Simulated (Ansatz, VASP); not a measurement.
## Si5S in VASP and in Ansatz

```
Si S
1.0
     4.90182    0.00000    0.00000
    -2.45091    4.24510    0.00000
     0.00000    0.00000    4.69223
Si S
5 1
Direct
  0.33333 0.66667 0.00000
  0.66667 0.33333 0.00000
  0.50000 0.00000 0.50000
  0.50000 0.50000 0.50000
  0.00000 0.50000 0.50000
  0.00000 0.00000 0.00000
```

Change from the starting cell: species swapped into the LaCo5 type (P6/mmm, No. 191).

Alike in both runs: task relaxation of cell and atoms; functional PBE; k mesh 12 × 12 × 8; occupations gaussian, width 0.1 eV; no spin polarisation.

|  | VASP | Ansatz |
| --- | --- | --- |
| version | VASP 6.6.1 | Ansatz 0.2.0 |
| potentials or method | VASP PAW PBE potentials, release 64 (Si, S), cutoff 600 eV | scalar-relativistic, plane waves, PAW |
| valence electrons in the cell | 26 | 26 |

|  | VASP | Ansatz | Ansatz less VASP |
| --- | --- | --- | --- |
| gap on the k mesh at the Fermi level, each at its own relaxed structure (eV) | none | none | - |
| relaxed volume (Å³/atom) | 16.30 | 16.31 | +0.006 |
| relaxed cell length with the largest relative difference (Å) | 4.874 | 4.874 | +0.0007 |

A gap of «none» marks a metal or a gap that the smearing closes.
